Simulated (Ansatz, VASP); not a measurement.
## One calculation of ZnS, two programs

Contents of INCAR:

```
SYSTEM = ZnS
  PREC = Accurate
  ENCUT = 520
  EDIFF = 1E-6
  ISMEAR = 0
  SIGMA = 0.05
  LREAL = .False.
  LASPH = .True.
  NELM = 100
  ALGO = Normal
  ISIF = 2
  LWAVE = .False.
  LCHARG = .True.
  GGA = PE
  LELF = .True.
  LVHAR = .True.
  NBANDS = 16
```

KPOINTS

```
Automatic mesh
0
Gamma
  10 10 10
  0 0 0
```

POSCAR

```
ZnS
1.0
    0.0000000000      2.7046500000      2.7046500000
    2.9413068750      0.0000000000      2.7046500000
    2.9413068750      2.7046500000      0.0000000000
Zn S
1 1
Direct
    0.0000000000      0.0000000000      0.0000000000
    0.7500000000      0.7500000000      0.7500000000
```

Input for Ansatz:

```yaml
crystal:
  lattice:
    - [0.0, 2.70465, 2.70465]
    - [2.941306875, 0.0, 2.70465]
    - [2.941306875, 2.70465, 0.0]
  atoms:
    - { symbol: Zn, position: [0.0, 0.0, 0.0] }
    - { symbol: S, position: [0.75, 0.75, 0.75] }
basis:
  ecutwfc: 420
kpoints:
  mp_grid: { grid: [10, 10, 10] }
hamiltonian:
  xc: pbe
scf:
  occupations: { method: gaussian, width: 0.05 }
output:
  forces: true
  stress: true
  eigenvalues: true
  write_density: true
  write_potential: true
  elf: true
  volumetric_format: npy
```

Change from the starting cell: strain +0.0875 x Voigt [1, 0, 0, 0, 0, 0], atoms carried along.

Alike in both runs: task single point; functional PBE; k mesh 10 × 10 × 10; occupations gaussian, width 0.05 eV; no spin polarisation.

|  | VASP | Ansatz |
| --- | --- | --- |
| version | VASP 6.6.1 | Ansatz 0.2.0 |
| potentials or method | VASP PAW PBE potentials, release 64 (Zn, S), cutoff 520 eV | scalar-relativistic, plane waves, PAW |
| valence electrons in the cell | 18 | 18 |

```csv
,VASP,Ansatz,Ansatz less VASP
gap on the k mesh at the Fermi level (eV),1.61,1.60,-0.002
least direct gap on the mesh (eV),1.61,1.60,-0.002
pressure (GPa),-3.9,-4.0,-0.10
"traceless stress, the component that is largest in VASP (GPa)",-2.68,-2.69,-0.016
```
